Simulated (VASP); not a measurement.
# SiO2 (P4_2/mnm) in VASP: notebook

Runs on SiO2. Level: LDA. Tasks: single point.

Program: VASP 6.6.1. These are calculated values, not measurements. Logs are shortened: lines on timing, memory, paths and dates and some standing lists are left out, and cuts for length are marked.

## 1. The cell of the first run

Symmetry: P4_2/mnm, No. 136, tetragonal system. The conventional cell has a = 3.868 Å, b = 3.868 Å, c = 2.972 Å, α = 90.00°, β = 90.00°, γ = 90.00°. Within 2.2 Å of Si (site symmetry mmm) lie 6 O at 1.67 to 1.83 Å. Within 2.2 Å of O (site symmetry m2m) lie 3 Si at 1.67 to 1.83 Å and 1 O at 2.13 Å.

## 2. Single point, LDA (7.41 Å³/atom)

INCAR reads:

```
PREC = Accurate ; ENCUT = 1340
EDIFF = 1E-6 ; ISMEAR = 0
SIGMA = 0.05 ; LREAL = F
LASPH = T ; NELM = 120
ALGO = Normal ; ISIF = 2
LWAVE = F ; LCHARG = F
NBANDS = 25 ; GGA_COMPAT = F
```

KPOINTS reads:

```
Automatic mesh
0
Gamma
  6 6 10
```

POSCAR reads:

```
SiO2
1.0
    3.8684602539      0.0000000000      0.0000000000
    0.0000000000      3.8684602539      0.0000000000
    0.0000000000      0.0000000000      2.9721380131
Si O
2 4
Direct
    0.5000000000      0.5000000000      0.5000000000
    0.0000000000      0.0000000000      0.0000000000
    0.6944252994      0.6944252994      0.0000000000
    0.1944252994      0.8055747006      0.5000000000
    0.3055747006      0.3055747006      0.0000000000
    0.8055747006      0.1944252994      0.5000000000
```

Potentials or basis: VASP PAW LDA potentials, release 64 (Si, O_h).

Command:

```console
cat potpaw_LDA.64/Si/POTCAR potpaw_LDA.64/O_h/POTCAR > POTCAR
mpirun -np 1 vasp_std > vasp.out
```

OUTCAR:

```text
PREC = Accurate
   ENCUT = 1340
   EDIFF = 1E-6
   ISMEAR = 0
   LREAL = F
   LASPH = T
   NELM = 120
   ISIF = 2

 ion  position               nearest neighbor table
   1  0.500  0.500  0.500-   4 1.67   6 1.67   5 1.83   3 1.83   3 1.83   5 1.83   2 3.11   2 3.11
                             2 3.11   2 3.11   2 3.11   2 3.11   2 3.11   2 3.11
   2  0.000  0.000  0.000-   3 1.67   5 1.67   4 1.83   6 1.83   4 1.83   6 1.83   1 3.11   1 3.11
                             1 3.11   1 3.11   1 3.11   1 3.11   1 3.11   1 3.11
   3  0.694  0.694  0.000-   2 1.67   1 1.83   1 1.83
   4  0.194  0.806  0.500-   1 1.67   2 1.83   2 1.83
   5  0.306  0.306  0.000-   2 1.67   1 1.83   1 1.83
   6  0.806  0.194  0.500-   1 1.67   2 1.83   2 1.83

  LATTYP: Found a simple tetragonal cell.
 ALAT       =     3.8684602539
 C/A-ratio  =     0.7683000000

  Lattice vectors:

 A1 = (   3.8684602539,   0.0000000000,   0.0000000000)
 A2 = (   0.0000000000,   3.8684602539,   0.0000000000)
 A3 = (   0.0000000000,   0.0000000000,   2.9721380131)

Analysis of symmetry for initial positions (statically):
=====================================================================
 Subroutine PRICEL returns:
 Original cell was already a primitive cell.

 Routine SETGRP: Setting up the symmetry group for a
 simple tetragonal supercell.

 Subroutine GETGRP returns: Found 16 space group operations
 (whereof  8 operations were pure point group operations)
 out of a pool of 16 trial point group operations.

The static configuration has the point symmetry D_2h.
 The point group associated with its full space group is D_4h.

Analysis of symmetry for dynamics (positions and initial velocities):
=====================================================================
 Subroutine PRICEL returns:
 Original cell was already a primitive cell.

 Routine SETGRP: Setting up the symmetry group for a
 simple tetragonal supercell.

 Subroutine GETGRP returns: Found 16 space group operations
 (whereof  8 operations were pure point group operations)
 out of a pool of 16 trial point group operations.

The dynamic configuration has the point symmetry D_2h.
 The point group associated with its full space group is D_4h.

 Subroutine INISYM returns: Found 16 space group operations
 (whereof  8 operations are pure point group operations),
 and found     1 'primitive' translations

----------------------------------------------------------------------------------------

                                     Primitive cell

  volume of cell :      44.4780

  direct lattice vectors                    reciprocal lattice vectors
     3.868460254  0.000000000  0.000000000     0.258500782  0.000000000  0.000000000
     0.000000000  3.868460254  0.000000000     0.000000000  0.258500782  0.000000000
     0.000000000  0.000000000  2.972138013     0.000000000  0.000000000  0.336458131

  length of vectors
     3.868460254  3.868460254  2.972138013     0.258500782  0.258500782  0.336458131

  position of ions in fractional coordinates (direct lattice)
     0.500000000  0.500000000  0.500000000
     0.000000000  0.000000000  0.000000000
     0.694425299  0.694425299  0.000000000
     0.194425299  0.805574701  0.500000000
     0.305574701  0.305574701  0.000000000
     0.805574701  0.194425299  0.500000000

  ion indices of the primitive-cell ions
   primitive index   ion index
                 1           1
                 2           2
                 3           3
                 4           4
                 5           5
                 6           6

----------------------------------------------------------------------------------------

 KPOINTS: Automatic mesh

Automatic generation of k-mesh.
 Grid dimensions read from file:
 generate k-points for:    6    6   10

 Generating k-lattice:

  Cartesian coordinates                     Fractional coordinates (reciprocal lattice)
     0.043083464  0.000000000  0.000000000     0.166666667  0.000000000  0.000000000
     0.000000000  0.043083464  0.000000000     0.000000000  0.166666667  0.000000000
     0.000000000  0.000000000  0.033645813     0.000000000  0.000000000  0.100000000

  Length of vectors
     0.043083464  0.043083464  0.033645813

  Shift w.r.t. Gamma in fractional coordinates (k-lattice)
     0.000000000  0.000000000  0.000000000

 Subroutine IBZKPT returns following result:
 ===========================================

 Found     60 irreducible k-points:

 Following reciprocal coordinates:
            Coordinates               Weight
  0.000000  0.000000  0.000000      1.000000
  0.166667  0.000000  0.000000      4.000000
  0.333333  0.000000  0.000000      4.000000
  0.500000  0.000000  0.000000      2.000000
  0.166667  0.166667  0.000000      4.000000
  0.333333  0.166667  0.000000      8.000000
[... 16 lines left out ...]
  0.333333  0.000000  0.200000      8.000000
  0.500000  0.000000  0.200000      4.000000
 [... further k-points ...]
   k-points           NKPTS =     60   k-points in BZ     NKDIM =     60   number of bands    NBANDS=     25
   number of dos      NEDOS =    301   number of ions     NIONS =      6
   total plane-waves  NPLWV =  82944
   dimension x,y,z NGX =    48 NGY =   48 NGZ =   36
   dimension x,y,z NGXF=    96 NGYF=   96 NGZF=   72
   ions per type =               2   4
   NGX,Y,Z   is equivalent  to a cutoff of  20.63, 20.63, 20.14 a.u.
   NGXF,Y,Z  is equivalent  to a cutoff of  41.26, 41.26, 40.27 a.u.
 SYSTEM =  unknown system
   PREC   = accura    normal or accurate (medium, high low for compatibility)
   ISTART =      0    job   : 0-new  1-cont  2-samecut
   ICHARG =      2    charge: 1-file 2-atom 10-const
   ISPIN  =      1    spin polarized calculation?
   LNONCOLLINEAR =      F non collinear calculations
   LSORBIT =      F    spin-orbit coupling
   LASPH  =      T    aspherical Exc in radial PAW
   ENCUT  = 1340.0 eV  98.49 Ry    9.92 a.u.  11.55 11.55  8.87*2*pi/ulx,y,z
   NELM   =    120;   NELMIN=  2; NELMDL= -5     # of ELM steps
   EDIFF  = 0.1E-05   stopping-criterion for ELM
   LREAL  =      F    real-space projection
   EDIFFG = 0.1E-04   stopping-criterion for IOM
   NSW    =      0    number of steps for IOM
   IBRION =     -1    ionic relax: 0-MD 1-quasi-New 2-CG
   NFREE  =      0    steps in history (QN), initial steepest desc. (CG)
   ISIF   =      2    stress and relaxation
   ISYM   =      2    0-nonsym 1-usesym 2-fastsym
   POTIM  = 0.5000    time-step for ionic-motion
   TEBEG  =    0.0;   TEEND  =   0.0 temperature during run
   PSTRESS=    0.0 pullay stress
   NELECT =      32.0000    total number of electrons
   NUPDOWN=      -1.0000    fix difference up-down
   EMIN   =  10.00;   EMAX   =-10.00  energy-range for DOS
   EFERMI =   0.00;   METHOD = LEGACY
   ISMEAR =     0;   SIGMA  =   0.05  broadening in eV -4-tet -1-fermi 0-gaus
   EFERMI_NEDOS =   21; number of points for ismear=-14 and -15
   IALGO  =     38    algorithm
   IMIX   =      4    mixing-type and parameters
     AMIX     =   0.40;   BMIX     =  1.00
     AMIX_MAG =   1.60;   BMIX_MAG =  1.00
  volume/ion in A,a.u.               =       7.41        50.03
  Fermi-wavevector in a.u.,A,eV,Ry     =   1.466931  2.772098 29.278201  2.151887
  Thomas-Fermi vector in A             =   2.582610
   LORBIT       =      0    0 simple, 1 ext, 2 COOP (PROOUT), +10 PAW based schemes
   GGA     = CA    functional components
   LHFCALC =     F    Hartree Fock is set to
   AEXX    =    0.0000 exact exchange contribution
   IVDW    =     0    specifies the selected vdW correction
   LEPSILON=     F    determine dielectric tensor
   LRPA    =     F    only Hartree local field effects (RPA)
 non-spin polarized calculation
 Gauss-broadening in eV      SIGMA  =   0.05
  energy-cutoff  :     1340.00
  volume of cell :       44.48
 maximum number of plane-waves:      4997
 NGX is ok and might be reduce to    48
   NGX = 23   NGY = 23   NGZ = 17

 number of electron      31.9999998 magnetization

 Free energy of the ion-electron system (eV)
  ---------------------------------------------------
  ext. energy  EPLUGINS =         0.00000000
  ---------------------------------------------------
  free energy    TOTEN  =       -50.67510138 eV

  energy without entropy =      -50.67510138  energy(sigma->0) =      -50.67510138

 E-fermi :   9.5775     XC(G=0): -13.0307

 val. band max:        9.2658939543   @ k =   0.0000   0.0000   0.0000
 cond. band min:      14.0086072917   @ k =   0.0000   0.0000   0.0000
 fundamental gap:      4.7427133373
 Fermi energy:         9.5775117129

 k-point     1 :       0.0000    0.0000    0.0000
  band No.  band energies     occupation
      1     -13.1269      2.00000
      2      -8.7468      2.00000
      3      -8.7468      2.00000
      4      -8.2744      2.00000
      5      -1.5515      2.00000
      6       2.1210      2.00000
[... 17 lines left out ...]
     24      26.0460      0.00000
     25      26.2144      0.00000

 k-point     2 :       0.1667    0.0000    0.0000
  band No.  band energies     occupation
      1     -12.9457      2.00000
      2      -9.4477      2.00000
      3      -8.6660      2.00000
      4      -8.0012      2.00000
      5      -1.2281      2.00000
      6       2.2846      2.00000
[... 17 lines left out ...]
     24      25.3738      0.00000
     25      25.6276      0.00000

 k-point     3 :       0.3333    0.0000    0.0000
  band No.  band energies     occupation
      1     -12.4155      2.00000
      2     -10.5328      2.00000
      3      -8.4488      2.00000
      4      -7.9682      2.00000
      5      -0.4546      2.00000
      6       1.6779      2.00000
[... 552 lines left out ...]
 k-point    23 :       0.3333    0.0000    0.2000
  band No.  band energies     occupation
      1     -12.0104      2.00000
      2     -10.2632      2.00000
      3      -8.4239      2.00000
      4      -8.2200      2.00000
      5      -0.2444      2.00000
      6       1.5666      2.00000
[... 17 lines left out ...]
     24      23.4812      0.00000
     25      24.2319      0.00000

 k-point    24 :       0.5000    0.0000    0.2000
  band No.  band energies     occupation
      1     -11.2244      2.00000
      2     -11.2244      2.00000
      3      -8.2859      2.00000
      4      -8.2859      2.00000
      5       0.7916      2.00000
      6       0.7916      2.00000
[... 17 lines left out ...]
     24      22.7314      0.00000
     25      23.9801      0.00000

 [... further k-points ...]

------------------------ aborting loop because EDIFF is reached ----------------------------------------

  FORCE on cell =-STRESS in cart. coord.  units (eV):
  Direction    XX          YY          ZZ          XY          YZ          ZX
  --------------------------------------------------------------------------------------
  -------------------------------------------------------------------------------------
  Total       10.1810017     10.1810017    -10.5628592      0.0000000      0.0000000      0.0000000
  in kB      366.7379416    366.7379416   -380.4931337      0.0000000      0.0000000      0.0000000
  external PRESSURE =     117.6609165 kB  Pullay stress =       0.0000000 kB

 VOLUME and BASIS-vectors are now :
 -----------------------------------------------------------------------------
  energy-cutoff  :     1340.00
  volume of cell :       44.48
      direct lattice vectors                 reciprocal lattice vectors
     3.868460254  0.000000000  0.000000000     0.258500782  0.000000000  0.000000000
     0.000000000  3.868460254  0.000000000     0.000000000  0.258500782  0.000000000
     0.000000000  0.000000000  2.972138013     0.000000000  0.000000000  0.336458131

 POSITION                                       TOTAL-FORCE (eV/Angst)
 -----------------------------------------------------------------------------------
      1.93423      1.93423      1.48607        -0.000000      0.000000     -0.000000
      0.00000      0.00000      0.00000        -0.000000      0.000000     -0.000000
      2.68636      2.68636      0.00000         0.490342      0.490342     -0.000000
      0.75213      3.11633      1.48607         0.490342     -0.490342      0.000000
      1.18210      1.18210      0.00000        -0.490342     -0.490342      0.000000
      3.11633      0.75213      1.48607        -0.490342      0.490342     -0.000000
 -----------------------------------------------------------------------------------
    total drift:                                0.000000     -0.000000      0.000000

  FREE ENERGIE OF THE ION-ELECTRON SYSTEM (eV)
  ---------------------------------------------------
  free  energy   TOTEN  =       -50.6751013764 eV

  energy  without entropy=      -50.6751013764  energy(sigma->0) =      -50.67510138
```

Run time: 2.1 min. Hardware: 1 thread of AMD EPYC 9R45 (Zen 5), shared host; peak memory 0.32 GiB.

Results:

```
Free energy            : -50.6751 eV
Pressure               : 11.8 GPa
Largest force          : 0.693 eV/Å
Band gap on the k mesh : 4.74 eV
```

Forces in eV/Å, atoms in the order of the input:
```
Si   0.000  0.000  0.000
Si   0.000  0.000  0.000
O    0.490  0.490  0.000
O    0.490 -0.490  0.000
O   -0.490 -0.490  0.000
O   -0.490  0.490  0.000
```

Levels at points of the mesh, in eV from the valence-band top:
```
           k point  band 13  band 14  band 15  band 16  band 17  band 18  band 19  band 20
(0.00, 0.00, 0.00)    -2.54    -0.46    -0.46     0.00     4.74     5.65     6.57     6.57
(0.50, 0.00, 0.00)    -2.76    -2.76    -0.79    -0.79     6.95     6.95     7.69     7.69
(0.50, 0.50, 0.00)    -3.10    -3.10    -1.41    -1.41     6.65     6.65     9.16     9.16
(0.00, 0.00, 0.50)    -3.55    -3.55    -2.24    -2.24     9.95     9.95    11.93    11.93
(0.50, 0.00, 0.50)    -1.56    -1.56    -1.31    -1.31     9.76     9.76    12.16    12.16
(0.50, 0.50, 0.50)    -1.04    -1.04    -0.92    -0.92     8.32     8.32    11.98    11.98
```

Caveat: the stress differs along the axes, from -38 to 37 GPa. A k mesh can miss the band edges.

[end of part 1 of 2]
